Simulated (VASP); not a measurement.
# ScInSbP3 (P-6m2) in VASP: further runs

ScInSbP3 is run at these levels: PBE; tasks: single point, relaxation of cell and atoms.

All numbers are computed with VASP 6.6.1; they aren't measurements. Logs are shortened: lines on timing, memory, paths and dates and some standing lists are left out, and cuts for length are marked.

## 1. The cell of the first run

Symmetry: P-6m2, No. 187, hexagonal system. The conventional cell has a = 4.849 Å, b = 4.849 Å, c = 7.132 Å, α = 90.00°, β = 90.00°, γ = 120.00°. Sc (site symmetry -6m2) has 9 P at 2.80 to 3.66 Å and 3 In at 2.80 Å and 2 Sb at 3.57 Å within 3.7 Å. Within 3.7 Å of In (site symmetry -6m2) lie 3 Sc at 2.80 Å and 9 P at 2.80 to 3.66 Å. Within 4.0 Å of Sb (site symmetry -6m2) lie 6 P at 3.05 Å and 2 Sc at 3.57 Å. P (site symmetry 3m) has 2 P at 2.36 to 2.40 Å and 3 Sb at 3.05 Å within 3.1 Å. Within 3.1 Å of P (site symmetry -6m2) lie 2 P at 2.36 Å and 3 Sc at 2.80 Å and 3 In at 2.80 Å.

The cell was generated, and may not be a known phase.

## 2. Single point, PBE

INCAR reads:

```
SYSTEM = ScInSbP3
PREC = Accurate
ENCUT = 520
EDIFF = 1E-7
ISMEAR = 0
SIGMA = 0.1
LREAL = .FALSE.
LASPH = .TRUE.
NELM = 80
ALGO = Normal
ISIF = 2
LWAVE = .FALSE.
LCHARG = .TRUE.
GGA = PE
LELF = .TRUE.
LVHAR = .TRUE.
NBANDS = 31
```

KPOINTS reads:

```
Automatic mesh
0
G
  6 6 2
  0 0 0
```

POSCAR reads:

```
ScInSbP3
1.0
    4.8486329685      0.0000000000      0.0000000000
   -2.4243164842      4.1990393243      0.0000000000
    0.0000000000      0.0000000000      7.1323528125
Sc In Sb P
1 1 1 3
Direct
    0.3333333333      0.6666666667      0.5000000000
    0.0000000000      0.0000000000      0.5000000000
    0.3333333333      0.6666666667      0.0000000000
    0.6666666667      0.3333333333      0.1684569911
    0.6666666667      0.3333333333      0.8315430089
    0.6666666667      0.3333333333      0.5000000000
```

Potentials or basis: VASP PAW PBE potentials, release 64 (Sc_sv, In_d, Sb, P).

Started as:

```sh
cat potpaw_PBE.64/Sc_sv/POTCAR potpaw_PBE.64/In_d/POTCAR potpaw_PBE.64/Sb/POTCAR potpaw_PBE.64/P/POTCAR > POTCAR
mpirun -np 1 vasp_std > vasp.out
```

OUTCAR:

```text
SYSTEM = ScInSbP3
   PREC = Accurate
   ENCUT = 520
   EDIFF = 1E-7
   ISMEAR = 0
   LREAL = .FALSE.
   LASPH = .TRUE.
   NELM = 80
   ISIF = 2
   GGA = PE

 ion  position               nearest neighbor table
   1  0.333  0.667  0.500-   6 2.80   2 2.80   6 2.80   2 2.80   2 2.80   6 2.80   3 3.57   3 3.57

   2  0.000  0.000  0.500-   1 2.80   6 2.80   1 2.80   6 2.80   6 2.80   1 2.80
   3  0.333  0.667  0.000-   4 3.05   5 3.05   4 3.05   5 3.05   4 3.05   5 3.05   1 3.57   1 3.57

   4  0.667  0.333  0.168-   6 2.36   5 2.40   3 3.05   3 3.05   3 3.05
   5  0.667  0.333  0.832-   6 2.36   4 2.40   3 3.05   3 3.05   3 3.05
   6  0.667  0.333  0.500-   4 2.36   5 2.36   1 2.80   2 2.80   1 2.80   2 2.80   2 2.80   1 2.80

  LATTYP: Found a hexagonal cell.
 ALAT       =     4.8486329685
 C/A-ratio  =     1.4710028288

  Lattice vectors:

 A1 = (   4.8486329685,   0.0000000000,   0.0000000000)
 A2 = (  -2.4243164842,   4.1990393243,   0.0000000000)
 A3 = (   0.0000000000,   0.0000000000,   7.1323528125)

Analysis of symmetry for initial positions (statically):
=====================================================================
 Subroutine PRICEL returns:
 Original cell was already a primitive cell.

 Routine SETGRP: Setting up the symmetry group for a
 hexagonal supercell.

 Subroutine GETGRP returns: Found 12 space group operations
 (whereof 12 operations were pure point group operations)
 out of a pool of 24 trial point group operations.

The static configuration has the point symmetry D_3h.

Analysis of symmetry for dynamics (positions and initial velocities):
=====================================================================
 Subroutine PRICEL returns:
 Original cell was already a primitive cell.

 Routine SETGRP: Setting up the symmetry group for a
 hexagonal supercell.

 Subroutine GETGRP returns: Found 12 space group operations
 (whereof 12 operations were pure point group operations)
 out of a pool of 24 trial point group operations.

The dynamic configuration has the point symmetry D_3h.

 Subroutine INISYM returns: Found 12 space group operations
 (whereof 12 operations are pure point group operations),
 and found     1 'primitive' translations

----------------------------------------------------------------------------------------

                                     Primitive cell

  volume of cell :     145.2119

  direct lattice vectors                    reciprocal lattice vectors
     4.848632968  0.000000000  0.000000000     0.206243699  0.119074855  0.000000000
    -2.424316484  4.199039324  0.000000000     0.000000000  0.238149711  0.000000000
     0.000000000  0.000000000  7.132352812     0.000000000  0.000000000  0.140206188

  length of vectors
     4.848632968  4.848632968  7.132352812     0.238149711  0.238149711  0.140206188

  position of ions in fractional coordinates (direct lattice)
     0.333333333  0.666666667  0.500000000
     0.000000000  0.000000000  0.500000000
     0.333333333  0.666666667  0.000000000
     0.666666667  0.333333333  0.168456991
     0.666666667  0.333333333  0.831543009
     0.666666667  0.333333333  0.500000000

  ion indices of the primitive-cell ions
   primitive index   ion index
                 1           1
                 2           2
                 3           3
                 4           4
                 5           5
                 6           6

----------------------------------------------------------------------------------------

 KPOINTS: Automatic mesh

Automatic generation of k-mesh.
 Grid dimensions read from file:
 generate k-points for:    6    6    2

 Generating k-lattice:

  Cartesian coordinates                     Fractional coordinates (reciprocal lattice)
     0.034373950  0.019845809  0.000000000     0.166666667  0.000000000  0.000000000
     0.000000000  0.039691618  0.000000000     0.000000000  0.166666667  0.000000000
     0.000000000  0.000000000  0.070103094     0.000000000  0.000000000  0.500000000

  Length of vectors
     0.039691618  0.039691618  0.070103094

  Shift w.r.t. Gamma in fractional coordinates (k-lattice)
     0.000000000  0.000000000  0.000000000

 Subroutine IBZKPT returns following result:
 ===========================================

 Found     14 irreducible k-points:

 Following reciprocal coordinates:
            Coordinates               Weight
  0.000000  0.000000  0.000000      1.000000
  0.166667  0.000000  0.000000      6.000000
  0.333333  0.000000  0.000000      6.000000
  0.500000  0.000000  0.000000      3.000000
  0.166667  0.166667  0.000000      6.000000
  0.333333  0.166667  0.000000     12.000000
  0.333333  0.333333  0.000000      2.000000
  0.000000  0.000000  0.500000      1.000000
  0.166667  0.000000  0.500000      6.000000
  0.333333  0.000000  0.500000      6.000000
  0.500000  0.000000  0.500000      3.000000
  0.166667  0.166667  0.500000      6.000000
  0.333333  0.166667  0.500000     12.000000
  0.333333  0.333333  0.500000      2.000000
   k-points           NKPTS =     14   k-points in BZ     NKDIM =     14   number of bands    NBANDS=     31
   number of dos      NEDOS =    301   number of ions     NIONS =      6
   total plane-waves  NPLWV =  69984
   dimension x,y,z NGX =    36 NGY =   36 NGZ =   54
   dimension x,y,z NGXF=    72 NGYF=   72 NGZF=  108
   ions per type =               1   1   1   3
   NGX,Y,Z   is equivalent  to a cutoff of  12.34, 12.34, 12.59 a.u.
   NGXF,Y,Z  is equivalent  to a cutoff of  24.69, 24.69, 25.17 a.u.
 SYSTEM =  ScInSbP3
   PREC   = accura    normal or accurate (medium, high low for compatibility)
   ISTART =      0    job   : 0-new  1-cont  2-samecut
   ICHARG =      2    charge: 1-file 2-atom 10-const
   ISPIN  =      1    spin polarized calculation?
   LNONCOLLINEAR =      F non collinear calculations
   LSORBIT =      F    spin-orbit coupling
   LASPH  =      T    aspherical Exc in radial PAW
   ENCUT  =  520.0 eV  38.22 Ry    6.18 a.u.   9.02  9.02 13.26*2*pi/ulx,y,z
   NELM   =     80;   NELMIN=  2; NELMDL= -5     # of ELM steps
   EDIFF  = 0.1E-06   stopping-criterion for ELM
   LREAL  =      F    real-space projection
   EDIFFG = 0.1E-05   stopping-criterion for IOM
   NSW    =      0    number of steps for IOM
   IBRION =     -1    ionic relax: 0-MD 1-quasi-New 2-CG
   NFREE  =      0    steps in history (QN), initial steepest desc. (CG)
   ISIF   =      2    stress and relaxation
   ISYM   =      2    0-nonsym 1-usesym 2-fastsym
   POTIM  = 0.5000    time-step for ionic-motion
   TEBEG  =    0.0;   TEEND  =   0.0 temperature during run
   PSTRESS=    0.0 pullay stress
   NELECT =      44.0000    total number of electrons
   NUPDOWN=      -1.0000    fix difference up-down
   EMIN   =  10.00;   EMAX   =-10.00  energy-range for DOS
   EFERMI =   0.00;   METHOD = LEGACY
   ISMEAR =     0;   SIGMA  =   0.10  broadening in eV -4-tet -1-fermi 0-gaus
   EFERMI_NEDOS =   21; number of points for ismear=-14 and -15
   IALGO  =     38    algorithm
   IMIX   =      4    mixing-type and parameters
     AMIX     =   0.40;   BMIX     =  1.00
     AMIX_MAG =   1.60;   BMIX_MAG =  1.00
  volume/ion in A,a.u.               =      24.20       163.32
  Fermi-wavevector in a.u.,A,eV,Ry     =   1.099575  2.077896 16.450344  1.209066
  Thomas-Fermi vector in A             =   2.235972
   LORBIT       =      0    0 simple, 1 ext, 2 COOP (PROOUT), +10 PAW based schemes
   GGA     = PE    functional components
   LHFCALC =     F    Hartree Fock is set to
   AEXX    =    0.0000 exact exchange contribution
   IVDW    =     0    specifies the selected vdW correction
   LEPSILON=     F    determine dielectric tensor
   LRPA    =     F    only Hartree local field effects (RPA)
 non-spin polarized calculation
 Gauss-broadening in eV      SIGMA  =   0.10
  energy-cutoff  :      520.00
  volume of cell :      145.21
 maximum number of plane-waves:      3936
 NGX is ok and might be reduce to    36

 number of electron      44.0000000 magnetization

 Free energy of the ion-electron system (eV)
  ---------------------------------------------------
  ext. energy  EPLUGINS =         0.00000000
  ---------------------------------------------------
  free energy    TOTEN  =       -27.24359875 eV

  energy without entropy =      -27.21330732  energy(sigma->0) =      -27.22845304

 E-fermi :   5.9450     XC(G=0):  -9.5633

 val. band max:        5.9071988860   @ k =   0.3333   0.0000   0.0000
 cond. band min:       5.9742605954   @ k =   0.1667   0.0000   0.0000
 fundamental gap:      0.0670617094
 Fermi energy:         5.9449604431

 k-point     1 :       0.0000    0.0000    0.0000
  band No.  band energies     occupation
      1     -44.2897      2.00000
      2     -23.0649      2.00000
      3     -22.9049      2.00000
      4     -22.9049      2.00000
      5      -8.9937      2.00000
      6      -8.9937      2.00000
[... 23 lines left out ...]
     30       7.4683      0.00000
     31       8.7507      0.00000

 k-point     2 :       0.1667    0.0000    0.0000
  band No.  band energies     occupation
      1     -44.2896      2.00000
      2     -23.0648      2.00000
      3     -22.9069      2.00000
      4     -22.9049      2.00000
      5      -9.0179      2.00000
      6      -8.9933      2.00000
[... 23 lines left out ...]
     30       7.3716      0.00000
     31       8.6390      0.00000

 k-point     3 :       0.3333    0.0000    0.0000
  band No.  band energies     occupation
      1     -44.2895      2.00000
      2     -23.0647      2.00000
      3     -22.9108      2.00000
      4     -22.9049      2.00000
      5      -9.0598      2.00000
      6      -8.9926      2.00000
[... 23 lines left out ...]
     30       8.0954      0.00000
     31       9.1568      0.00000

 k-point     4 :       0.5000    0.0000    0.0000
  band No.  band energies     occupation
      1     -44.2894      2.00000
      2     -23.0646      2.00000
      3     -22.9128      2.00000
      4     -22.9048      2.00000
      5      -9.0812      2.00000
      6      -8.9922      2.00000
[... 23 lines left out ...]
     30       8.8001      0.00000
     31       9.4899      0.00000

 k-point     5 :       0.1667    0.1667    0.0000
  band No.  band energies     occupation
      1     -44.2895      2.00000
      2     -23.0647      2.00000
      3     -22.9094      2.00000
      4     -22.9054      2.00000
      5      -9.0481      2.00000
      6      -8.9948      2.00000
[... 23 lines left out ...]
     30       7.9706      0.00000
     31       8.8992      0.00000
[... 202 lines left out ...]
     30       8.8683      0.00000
     31       9.7395      0.00000

 k-point    12 :       0.1667    0.1667    0.5000
  band No.  band energies     occupation
      1     -44.2895      2.00000
      2     -23.0647      2.00000
      3     -22.9094      2.00000
      4     -22.9054      2.00000
      5      -9.0463      2.00000
      6      -8.9948      2.00000
[... 23 lines left out ...]
     30       8.4923      0.00000
     31       9.6808      0.00000

 k-point    13 :       0.3333    0.1667    0.5000
  band No.  band energies     occupation
      1     -44.2894      2.00000
      2     -23.0646      2.00000
      3     -22.9115      2.00000
      4     -22.9062      2.00000
      5      -9.0777      2.00000
      6      -8.9955      2.00000
[... 23 lines left out ...]
     30       8.9847      0.00000
     31       9.3734      0.00000

 k-point    14 :       0.3333    0.3333    0.5000
  band No.  band energies     occupation
      1     -44.2893      2.00000
      2     -23.0645      2.00000
      3     -22.9098      2.00000
      4     -22.9088      2.00000
      5      -9.0879      2.00000
      6      -8.9979      2.00000
[... 23 lines left out ...]
     30       8.6695      0.00000
     31       9.0596      0.00000

------------------------ aborting loop because EDIFF is reached ----------------------------------------

  FORCE on cell =-STRESS in cart. coord.  units (eV):
  Direction    XX          YY          ZZ          XY          YZ          ZX
  --------------------------------------------------------------------------------------
  -------------------------------------------------------------------------------------
  Total        0.0522545      0.0522545     -0.1202091      0.0000000      0.0000000      0.0000000
  in kB        0.5765439      0.5765439     -1.3263124      0.0000000      0.0000000      0.0000000
  external PRESSURE =      -0.0577415 kB  Pullay stress =       0.0000000 kB

 VOLUME and BASIS-vectors are now :
 -----------------------------------------------------------------------------
  energy-cutoff  :      520.00
  volume of cell :      145.21
      direct lattice vectors                 reciprocal lattice vectors
     4.848632968  0.000000000  0.000000000     0.206243699  0.119074855  0.000000000
    -2.424316484  4.199039324  0.000000000     0.000000000  0.238149711  0.000000000
     0.000000000  0.000000000  7.132352812     0.000000000  0.000000000  0.140206188

 POSITION                                       TOTAL-FORCE (eV/Angst)
 -----------------------------------------------------------------------------------
     -0.00000      2.79936      3.56618         0.000000     -0.000000      0.000000
      0.00000      0.00000      3.56618        -0.000000     -0.000000      0.000000
     -0.00000      2.79936      0.00000        -0.000000      0.000000      0.000000
      2.42432      1.39968      1.20149        -0.000000      0.000000      0.007184
      2.42432      1.39968      5.93086        -0.000000      0.000000     -0.007184
      2.42432      1.39968      3.56618        -0.000000      0.000000      0.000000
 -----------------------------------------------------------------------------------
    total drift:                                0.000000     -0.000000     -0.000000

  FREE ENERGIE OF THE ION-ELECTRON SYSTEM (eV)
  ---------------------------------------------------
  free  energy   TOTEN  =       -27.2435987521 eV

  energy  without entropy=      -27.2133073206  energy(sigma->0) =      -27.22845304
```

It took 67 s on 1 thread of Oxide Virtual Turin-like, shared host; peak memory 0.25 GiB.

What came out:

```
Free energy            : -27.2436 eV
Pressure               : 0.0 GPa
Largest force          : 0.007 eV/Å
Band gap on the k mesh : zero (bands 22 and 23 overlap by 1.17 eV)
```

Forces on the atoms (eV/Å):
```
Sc   0.000  0.000  0.000
In   0.000  0.000  0.000
Sb   0.000  0.000  0.000
P    0.000  0.000  0.007
P    0.000  0.000 -0.007
P    0.000  0.000  0.000
```

Caveat: the k points lie up to 0.44 Å⁻¹ apart, too coarse for converged energies and pressures of a metal; spin-orbit coupling is left out, which moves the levels of the heavy elements.

## 3. Single point, PBE

This run uses another cell than the first one, of 24.44 Å³/atom.

INCAR reads:

```
PREC     = Accurate       # precision mode
ENCUT    = 520            # plane-wave cutoff, eV
EDIFF    = 1E-7           # SCF threshold, eV
ISMEAR   = 0              # smearing method
SIGMA    = 0.1            # smearing width, eV
LREAL    = False          # projectors in reciprocal space
LASPH    = True           # aspherical terms in the spheres
NELM     = 60             # most SCF steps
ALGO     = Normal         # electronic algorithm
ISIF     = 2              # what is computed and relaxed
LWAVE    = False          # write WAVECAR
LCHARG   = True           # write CHGCAR
GGA      = PE             # functional
LELF     = True           # ELF
LVHAR    = True         
NBANDS   = 31             # bands
```

KPOINTS reads:

```
Automatic mesh
0
Gamma
  6 6 2
```

POSCAR reads:

```
ScInSbP3
1.0
    4.7427687800      0.0000000000      0.0000000000
   -2.3713843900      4.1073582500      0.0000000000
    0.0000000000      0.0000000000      7.5287779200
Sc In Sb P
1 1 1 3
Direct
    0.3333333300      0.6666666700      0.5000000000
    0.0000000000      0.0000000000      0.5000000000
    0.3333333300      0.6666666700      0.0000000000
    0.6666666700      0.3333333300      0.1516768600
    0.6666666700      0.3333333300      0.8483231400
    0.6666666700      0.3333333300      0.5000000000
```

Potentials or basis: VASP PAW PBE potentials, release 64 (Sc_sv, In_d, Sb, P).

Started as:

```sh
cat potpaw_PBE.64/Sc_sv/POTCAR potpaw_PBE.64/In_d/POTCAR potpaw_PBE.64/Sb/POTCAR potpaw_PBE.64/P/POTCAR > POTCAR
mpirun -np 1 vasp_std > vasp.out
```

It took 1.9 min on 1 thread of Oxide Virtual Turin-like, shared host; peak memory 0.26 GiB.

Results (log left out):

```
Free energy            : -26.9518 eV
Pressure               : 0.7 GPa
Largest force          : 1.070 eV/Å
Band gap on the k mesh : zero (bands 22 and 23 overlap by 0.66 eV)
```

Forces in eV/Å, atoms in the order of the input:
```
Sc   0.000  0.000  0.000
In   0.000  0.000  0.000
Sb   0.000  0.000  0.000
P    0.000  0.000  1.070
P    0.000  0.000 -1.070
P    0.000  0.000  0.000
```

Stress tensor (GPa, compression positive):
```
 2.80  0.00  0.00
 0.00  2.80  0.00
 0.00  0.00 -3.51
```

Levels at points of the mesh, in eV from the Fermi level:
| k point | band 19 | band 20 | band 21 | band 22 | band 23 | band 24 | band 25 | band 26 |
| --- | --- | --- | --- | --- | --- | --- | --- | --- |
| (0.00, 0.00, 0.00) | -2.75 | -2.50 | -0.79 | -0.61 | -0.61 | 0.41 | 0.41 | 1.16 |
| (0.50, 0.00, 0.00) | -2.33 | -2.06 | -1.89 | -1.09 | -0.14 | 0.12 | 0.78 | 1.41 |
| (0.00, 0.00, 0.50) | -3.62 | -0.64 | -0.06 | -0.06 | 0.31 | 0.31 | 0.94 | 0.94 |
| (0.50, 0.00, 0.50) | -2.89 | -1.69 | -0.07 | -0.04 | 0.16 | 0.70 | 1.34 | 1.38 |

Caveat: the k points lie up to 0.42 Å⁻¹ apart, too coarse for converged energies and pressures of a metal; spin-orbit coupling is left out, which moves the levels of the heavy elements; forces of over 1 eV/Å act on the atoms, so gaps and moduli don't describe the material at rest.

## 4. Single point, PBE

This run uses another cell than the first one, of the same volume but with other edges.

INCAR reads:

```
PREC = Accurate ; ENCUT = 520
EDIFF = 1E-7 ; ISMEAR = 0
SIGMA = 0.1 ; LREAL = F
LASPH = T ; NELM = 100
ALGO = Fast ; ISIF = 2
LWAVE = F ; LCHARG = F
GGA = PE ; NBANDS = 31
```

KPOINTS reads:

```
regular mesh
0
Gamma
  6 6 4
```

POSCAR reads:

```
ScInSbP3
1.0
    4.9831966734      0.0000000000      0.0000000000
   -2.4915983367      4.3155749113      0.0000000000
    0.0000000000      0.0000000000      6.7394529716
Sc In Sb P
1 1 1 3
Direct
    0.3333333333      0.6666666667      0.5000000000
    0.0000000000      0.0000000000      0.5000000000
    0.3333333333      0.6666666667      0.0000000000
    0.6666666667      0.3333333333      0.1676537310
    0.6666666667      0.3333333333      0.8323462690
    0.6666666667      0.3333333333      0.5000000000
```

Started as:

```sh
cat potpaw_PBE.64/Sc_sv/POTCAR potpaw_PBE.64/In_d/POTCAR potpaw_PBE.64/Sb/POTCAR potpaw_PBE.64/P/POTCAR > POTCAR
mpirun -np 1 vasp_std > vasp.out
```

It took 3.6 min on 1 thread of Oxide Virtual Turin-like, shared host; peak memory 0.3 GiB.

It converged, with:

```
Free energy            : -27.1297 eV
Pressure               : -0.2 GPa
Largest force          : 0.017 eV/Å
Band gap on the k mesh : zero (bands 22 and 23 overlap by 1.38 eV)
```

Forces in eV/Å, atoms in the order of the input:
```
Sc   0.000  0.000  0.000
In   0.000  0.000  0.000
Sb   0.000  0.000  0.000
P    0.000  0.000  0.017
P    0.000  0.000 -0.017
P    0.000  0.000  0.000
```

Stress tensor (GPa, compression positive):
```
-0.18  0.00  0.00
 0.00 -0.18  0.00
 0.00  0.00 -0.09
```

Levels at points of the mesh, in eV from the Fermi level:
```csv
k point,band 20,band 21,band 22,band 23,band 24,band 25
"(0.00, 0.00, 0.00)",-1.49,-1.15,-1.15,-0.72,0.20,0.20
"(0.50, 0.00, 0.00)",-1.54,-1.48,-1.47,-0.33,0.15,1.10
"(0.00, 0.00, 0.50)",-1.16,-0.06,-0.06,-0.02,-0.02,1.17
"(0.50, 0.00, 0.50)",-1.54,0.16,0.67,0.69,0.75,0.94
```

Caveat: spin-orbit coupling is left out, which moves the levels of the heavy elements.

[end of part 1 of 2]

The gap in the log of VASP goes by the Fermi energy; the results here count the filled bands.